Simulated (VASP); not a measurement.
# BN (P6_3mc) in VASP: a series of runs, part 3 of 3

VASP 6.6.1. The steps go on from the part before.

## 4. Single point, PBEsol

This run uses another cell than the first one, of 5.80 Å³/atom, 1.012 times its volume.

INCAR

```
ALGO = Normal
EDIFF = 1E-6
ENCUT = 520
GGA = PS
ISIF = 2
ISMEAR = -1
LASPH = True
LCHARG = True
LELF = True
LREAL = False
LVHAR = True
LWAVE = False
NBANDS = 16
NELM = 60
PREC = Accurate
SIGMA = 0.05
```

KPOINTS

```
k-points
0
Gamma
  12 12 6
```

POSCAR

```
BN
1.0
    2.5302663029      0.0000000000      0.0000000000
   -1.2651331515      2.1912748966      0.0000000000
    0.0000000000      0.0000000000      4.1859408803
N B
2 2
Direct
    0.3333333333      0.6666666667      0.1253133749
    0.6666666667      0.3333333333      0.6253133749
    0.3333333333      0.6666666667      0.4996866251
    0.6666666667      0.3333333333      0.9996866251
```

Potentials or basis: VASP PAW PBE potentials, release 64 (N, B).

Command:

```sh
$ cat potpaw_PBE.64/N/POTCAR potpaw_PBE.64/B/POTCAR > POTCAR
$ mpirun -np 1 vasp_std > vasp.out
```

OUTCAR:

```text
EDIFF = 1E-6
   ENCUT = 520
   GGA = PS
   ISIF = 2
   ISMEAR = -1
   LASPH = True
   LREAL = False
   NELM = 60
   PREC = Accurate

 ion  position               nearest neighbor table
   1  0.333  0.667  0.125-   4 1.55   4 1.55   4 1.55   3 1.57
   2  0.667  0.333  0.625-   3 1.55   3 1.55   3 1.55   4 1.57
   3  0.333  0.667  0.500-   2 1.55   2 1.55   2 1.55   1 1.57
   4  0.667  0.333  1.000-   1 1.55   1 1.55   1 1.55   2 1.57

  LATTYP: Found a hexagonal cell.
 ALAT       =     2.5302663029
 C/A-ratio  =     1.6543479536

  Lattice vectors:

 A1 = (   2.5302663029,   0.0000000000,   0.0000000000)
 A2 = (  -1.2651331515,   2.1912748966,   0.0000000000)
 A3 = (   0.0000000000,   0.0000000000,   4.1859408803)

Analysis of symmetry for initial positions (statically):
=====================================================================
 Subroutine PRICEL returns:
 Original cell was already a primitive cell.

 Routine SETGRP: Setting up the symmetry group for a
 hexagonal supercell.

 Subroutine GETGRP returns: Found 12 space group operations
 (whereof  6 operations were pure point group operations)
 out of a pool of 24 trial point group operations.

The static configuration has the point symmetry C_3v.
 The point group associated with its full space group is C_6v.

Analysis of symmetry for dynamics (positions and initial velocities):
=====================================================================
 Subroutine PRICEL returns:
 Original cell was already a primitive cell.

 Routine SETGRP: Setting up the symmetry group for a
 hexagonal supercell.

 Subroutine GETGRP returns: Found 12 space group operations
 (whereof  6 operations were pure point group operations)
 out of a pool of 24 trial point group operations.

The dynamic configuration has the point symmetry C_3v.
 The point group associated with its full space group is C_6v.

 Subroutine INISYM returns: Found 12 space group operations
 (whereof  6 operations are pure point group operations),
 and found     1 'primitive' translations

----------------------------------------------------------------------------------------

                                     Primitive cell

  volume of cell :      23.2090

  direct lattice vectors                    reciprocal lattice vectors
     2.530266303  0.000000000  0.000000000     0.395215317  0.228177670  0.000000000
    -1.265133151  2.191274897  0.000000000     0.000000000  0.456355340  0.000000000
     0.000000000  0.000000000  4.185940880     0.000000000  0.000000000  0.238894917

  length of vectors
     2.530266303  2.530266303  4.185940880     0.456355340  0.456355340  0.238894917

  position of ions in fractional coordinates (direct lattice)
     0.333333333  0.666666667  0.125313375
     0.666666667  0.333333333  0.625313375
     0.333333333  0.666666667  0.499686625
     0.666666667  0.333333333  0.999686625

  ion indices of the primitive-cell ions
   primitive index   ion index
                 1           1
                 2           2
                 3           3
                 4           4

----------------------------------------------------------------------------------------

 KPOINTS: k-points

Automatic generation of k-mesh.
 Grid dimensions read from file:
 generate k-points for:   12   12    6

 Generating k-lattice:

  Cartesian coordinates                     Fractional coordinates (reciprocal lattice)
     0.032934610  0.019014806  0.000000000     0.083333333  0.000000000  0.000000000
     0.000000000  0.038029612  0.000000000     0.000000000  0.083333333  0.000000000
     0.000000000  0.000000000  0.039815820     0.000000000  0.000000000  0.166666667

  Length of vectors
     0.038029612  0.038029612  0.039815820

  Shift w.r.t. Gamma in fractional coordinates (k-lattice)
     0.000000000  0.000000000  0.000000000

 Subroutine IBZKPT returns following result:
 ===========================================

 Found     76 irreducible k-points:

 Following reciprocal coordinates:
            Coordinates               Weight
  0.000000  0.000000  0.000000      1.000000
  0.083333  0.000000  0.000000      6.000000
  0.166667  0.000000  0.000000      6.000000
  0.250000 -0.000000  0.000000      6.000000
  0.333333 -0.000000  0.000000      6.000000
  0.416667  0.000000  0.000000      6.000000
[... 16 lines left out ...]
  0.250000 -0.000000  0.166667     12.000000
  0.333333 -0.000000  0.166667     12.000000
 [... further k-points ...]
   k-points           NKPTS =     76   k-points in BZ     NKDIM =     76   number of bands    NBANDS=     16
   number of dos      NEDOS =    301   number of ions     NIONS =      4
   total plane-waves  NPLWV =  12800
   dimension x,y,z NGX =    20 NGY =   20 NGZ =   32
   dimension x,y,z NGXF=    40 NGYF=   40 NGZF=   64
   ions per type =               2   2
   NGX,Y,Z   is equivalent  to a cutoff of  13.14, 13.14, 12.71 a.u.
   NGXF,Y,Z  is equivalent  to a cutoff of  26.28, 26.28, 25.42 a.u.
 SYSTEM =  unknown system
   PREC   = accura    normal or accurate (medium, high low for compatibility)
   ISTART =      0    job   : 0-new  1-cont  2-samecut
   ICHARG =      2    charge: 1-file 2-atom 10-const
   ISPIN  =      1    spin polarized calculation?
   LNONCOLLINEAR =      F non collinear calculations
   LSORBIT =      F    spin-orbit coupling
   LASPH  =      T    aspherical Exc in radial PAW
   ENCUT  =  520.0 eV  38.22 Ry    6.18 a.u.   4.70  4.70  7.78*2*pi/ulx,y,z
   NELM   =     60;   NELMIN=  2; NELMDL= -5     # of ELM steps
   EDIFF  = 0.1E-05   stopping-criterion for ELM
   LREAL  =      F    real-space projection
   EDIFFG = 0.1E-04   stopping-criterion for IOM
   NSW    =      0    number of steps for IOM
   IBRION =     -1    ionic relax: 0-MD 1-quasi-New 2-CG
   NFREE  =      0    steps in history (QN), initial steepest desc. (CG)
   ISIF   =      2    stress and relaxation
   ISYM   =      2    0-nonsym 1-usesym 2-fastsym
   POTIM  = 0.5000    time-step for ionic-motion
   TEBEG  =    0.0;   TEEND  =   0.0 temperature during run
   PSTRESS=    0.0 pullay stress
   NELECT =      16.0000    total number of electrons
   NUPDOWN=      -1.0000    fix difference up-down
   EMIN   =  10.00;   EMAX   =-10.00  energy-range for DOS
   EFERMI =   0.00;   METHOD = LEGACY
   ISMEAR =    -1;   SIGMA  =   0.05  broadening in eV -4-tet -1-fermi 0-gaus
   EFERMI_NEDOS =   21; number of points for ismear=-14 and -15
   IALGO  =     38    algorithm
   IMIX   =      4    mixing-type and parameters
     AMIX     =   0.40;   BMIX     =  1.00
     AMIX_MAG =   1.60;   BMIX_MAG =  1.00
  volume/ion in A,a.u.               =       5.80        39.16
  Fermi-wavevector in a.u.,A,eV,Ry     =   1.446204  2.732928 28.456650  2.091505
  Thomas-Fermi vector in A             =   2.564299
   LORBIT       =      0    0 simple, 1 ext, 2 COOP (PROOUT), +10 PAW based schemes
   GGA     = PS    functional components
   LHFCALC =     F    Hartree Fock is set to
   AEXX    =    0.0000 exact exchange contribution
   IVDW    =     0    specifies the selected vdW correction
   LEPSILON=     F    determine dielectric tensor
   LRPA    =     F    only Hartree local field effects (RPA)
 non-spin polarized calculation
  energy-cutoff  :      520.00
  volume of cell :       23.21
 maximum number of plane-waves:       640
 NGX is ok and might be reduce to    20
   NGX =  9   NGY =  9   NGZ = 15

 number of electron      15.9999999 magnetization

 Free energy of the ion-electron system (eV)
  ---------------------------------------------------
  ext. energy  EPLUGINS =         0.00000000
  ---------------------------------------------------
  free energy    TOTEN  =       -36.61957545 eV

  energy without entropy =      -36.61957545  energy(sigma->0) =      -36.61957545

 E-fermi :   8.7190     XC(G=0): -13.0942

 val. band max:        7.7508204490   @ k =   0.0000   0.0000   0.0000
 cond. band min:      12.6694473196   @ k =   0.3333   0.3333   0.0000
 fundamental gap:      4.9186268705
 Fermi energy:         8.7189531089

 k-point     1 :       0.0000    0.0000    0.0000
  band No.  band energies     occupation
      1     -12.8931      2.00000
      2      -8.6059      2.00000
      3      -3.4398      2.00000
      4       5.5752      2.00000
      5       5.5752      2.00000
      6       7.4574      2.00000
[... 8 lines left out ...]
     15      19.7358      0.00000
     16      24.0475      0.00000
[... 420 lines left out ...]
  band No.  band energies     occupation
      1     -10.3900      2.00000
      2      -7.5331      2.00000
      3      -1.2683      2.00000
      4       0.2095      2.00000
      5       1.6755      2.00000
      6       3.3426      2.00000
[... 8 lines left out ...]
     15      23.9563      0.00000
     16      24.2454      0.00000

 [... further k-points ...]
[... 5 lines left out ...]
  --------------------------------------------------------------------------------------
  -------------------------------------------------------------------------------------
  Total        0.8191432      0.8191432      0.8095163     -0.0000000      0.0000000      0.0000000
  in kB       56.5476063     56.5476063     55.8830383     -0.0000000      0.0000000      0.0000000
  external PRESSURE =      56.3260837 kB  Pullay stress =       0.0000000 kB

 VOLUME and BASIS-vectors are now :
 -----------------------------------------------------------------------------
  energy-cutoff  :      520.00
  volume of cell :       23.21
      direct lattice vectors                 reciprocal lattice vectors
     2.530266303  0.000000000  0.000000000     0.395215317  0.228177670  0.000000000
    -1.265133151  2.191274897  0.000000000     0.000000000  0.456355340  0.000000000
     0.000000000  0.000000000  4.185940880     0.000000000  0.000000000  0.238894917

 POSITION                                       TOTAL-FORCE (eV/Angst)
 -----------------------------------------------------------------------------------
     -0.00000      1.46085      0.52455         0.000000     -0.000000      0.003551
      1.26513      0.73042      2.61752        -0.000000      0.000000      0.003551
     -0.00000      1.46085      2.09166         0.000000      0.000000     -0.003551
      1.26513      0.73042      4.18463         0.000000      0.000000     -0.003551
 -----------------------------------------------------------------------------------
    total drift:                               -0.000000      0.000000      0.000493

  FREE ENERGIE OF THE ION-ELECTRON SYSTEM (eV)
  ---------------------------------------------------
  free  energy   TOTEN  =       -36.6195754530 eV

  energy  without entropy=      -36.6195754530  energy(sigma->0) =      -36.61957545
```

stdout:

```text
POSCAR found type information on POSCAR N B
 POSCAR found :  2 types and       4 ions
 scaLAPACK will be used
 -----------------------------------------------------------------------------
|                                                                             |
|                                                                             |
|     You enforced a specific xc type in the INCAR file but a different       |
|     I HOPE YOU KNOW WHAT YOU ARE DOING!                                     |
|                                                                             |
 -----------------------------------------------------------------------------

 LDA part: xc-table for (Slater+PW92), standard interpolation
 POSCAR, INCAR and KPOINTS ok, starting setup
 FFT: planning ... GRIDC
 FFT: planning ... GRID_SOFT
 FFT: planning ... GRID
 WAVECAR not read
 entering main loop
```

Wall time 39 s (1 thread of Intel Xeon 8259CL, shared host); peak memory 0.15 GiB.

Results:

| Property | Result |
| --- | --- |
| Free energy | -36.6196 eV |
| Pressure | 5.6 GPa |
| Largest force | 0.004 eV/Å |
| Band gap on the k mesh | 4.92 eV, indirect (least direct gap 8.28 eV) |

Forces on the atoms (eV/Å):
```
N    0.000  0.000  0.004
N    0.000  0.000  0.004
B    0.000  0.000 -0.004
B    0.000  0.000 -0.004
```

Levels at points of the mesh, in eV from the valence-band top:
| k point | band 4 | band 5 | band 6 | band 7 | band 8 | band 9 | band 10 | band 11 | band 12 | band 13 |
| --- | --- | --- | --- | --- | --- | --- | --- | --- | --- | --- |
| (0.00, 0.00, 0.00) | -2.18 | -2.18 | -0.29 | 0.00 | 0.00 | 8.38 | 8.38 | 8.64 | 9.70 | 10.96 |
| (0.50, 0.00, 0.00) | -7.95 | -7.06 | -5.11 | -4.58 | -2.16 | 6.62 | 7.86 | 10.61 | 11.55 | 13.09 |
| (0.00, 0.00, 0.50) | -5.84 | -1.21 | -1.21 | -1.21 | -1.21 | 9.59 | 9.59 | 9.96 | 9.96 | 9.96 |
| (0.50, 0.00, 0.50) | -10.25 | -3.87 | -3.87 | -3.66 | -3.66 | 6.50 | 6.50 | 10.05 | 10.05 | 14.39 |

Caveat: the PAW data sets were made with another functional, which shifts forces and pressure a little.

## 5. The runs side by side

| cell | gap on the mesh (eV) | pressure (GPa) |
| --- | --- | --- |
| a = 2.520, b = 2.520, c = 4.169 Å, angles 90.0, 90.0, 120.0°, 4 atoms | 4.89 | 10.7 |
| a = 2.541, b = 2.541, c = 4.203 Å, angles 90.0, 90.0, 120.0°, 4 atoms | 4.95 | 0.6 |
| a = 2.530, b = 2.530, c = 4.186 Å, angles 90.0, 90.0, 120.0°, 4 atoms | 4.92 | 5.6 |

Alike in all rows: task single point; level PBEsol; potentials or basis VASP PAW PBE potentials, release 64 (N, B); no spin polarisation; k mesh 12 × 12 × 6; cutoff (eV) 520; smearing fermi-dirac 0.05 eV.

Caveats: the PAW data sets were made with another functional, which shifts forces and pressure a little.

Total energies depend on the potentials used, so only differences within one code and one set of settings carry meaning.
